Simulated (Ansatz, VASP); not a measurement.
**One calculation of V3Se4F, two programs**

```
CELL_PARAMETERS angstrom
6.25549 0.00000 0.00000
-3.12774 5.41741 0.00000
0.00000 0.00000 4.78527
ATOMIC_POSITIONS crystal
V 0.50000 0.00000 0.00000
V 0.00000 0.50000 0.00000
V 0.50000 0.50000 0.00000
Se 0.50000 0.00000 0.50000
Se 0.00000 0.50000 0.50000
Se 0.50000 0.50000 0.50000
Se 0.00000 0.00000 0.50000
F 0.00000 0.00000 0.00000
```

Alike in both runs: functional PBE; k mesh 3 × 3 × 2; occupations gaussian, width 0.15 eV; collinear spin.

Ansatz relaxed the structure, and its values are those at the end. VASP's run is a single point on that final structure, the one shown.

|  | VASP | Ansatz |
| --- | --- | --- |
| version | VASP 6.6.1 | Ansatz 0.2.0 |
| potentials or method | VASP PAW PBE potentials, release 64 (V_sv, Se, F), cutoff 520 eV | scalar-relativistic, plane waves, PAW |
| valence electrons in the cell | 70 | 110 |

Ansatz gave:

```
gap on the k mesh at the Fermi level (eV)                     : none
pressure (GPa)                                                : 0.0
net moment per atom (μB)                                      : 0.94
size of the moment on the site where the two differ most (μB) : 2.06
```

Task: Estimate VASP's values.

Result: gap on the k mesh at the Fermi level (eV): none; pressure (GPa): 0.0; net moment per atom (μB): 0.94; size of the moment on the site where the two differ most (μB): 2.29.

Site moments also hang on the region over which each program counts them. A gap of «none» marks a metal or a gap that the smearing closes. VASP's potentials hold 70 valence electrons a cell and Ansatz's 110, so a difference there can come from the potentials and not from the codes.

The k mesh is coarse, so the values compare programs but aren't converged.
